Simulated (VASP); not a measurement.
LiGeN, 6 atoms in the cell. Symmetry: P6_3mc, No. 186, hexagonal system. The conventional cell has a = 3.012 Å, b = 3.012 Å, c = 9.419 Å, α = 90.00°, β = 90.00°, γ = 120.00°. Within 3.1 Å of Li (site symmetry 3m) lie 3 N at 2.18 Å and 6 Ge at 2.89 to 2.96 Å and 6 Li at 3.01 Å. Within 2.7 Å of Ge (site symmetry 3m) lie 3 N at 2.00 Å. Within 2.7 Å of N (site symmetry 3m) lie 3 Ge at 2.00 Å and 3 Li at 2.18 Å. 

| Quantity | Value |
| --- | --- |
| Program | VASP 6.6.1 |
| Task | single point |
| Functional | PBE |
| Potentials or basis | VASP PAW PBE potentials, release 64 (Li_sv, Ge_d, N) |
| Cutoff | 520 eV |
| k mesh | 12 × 12 × 2 |
| Occupations | methfessel-paxton, width 0.05 eV |
| Spin | no spin polarisation |
| Dipole correction | no |
| Further INCAR settings | ALGO = Normal; EDIFF = 1e-06; NBANDS = 31 |

Potentials or basis: VASP PAW PBE potentials, release 64 (Li_sv, Ge_d, N).

The run is started by

```console
$ cat potpaw_PBE.64/Li_sv/POTCAR potpaw_PBE.64/Ge_d/POTCAR potpaw_PBE.64/N/POTCAR > POTCAR
$ mpirun -np 1 vasp_std > vasp.out
```

Hardware: 1 thread of Intel(R) Xeon(R) 6975P-C (Granite Rapids), on a shared host.

Q: How long does it take, and how much memory?

A: It took 32 s on 1 thread of Intel(R) Xeon(R) 6975P-C (Granite Rapids), with other jobs on the host, peak memory 0.22 GiB. Counts: scf iterations 14, k points 38.
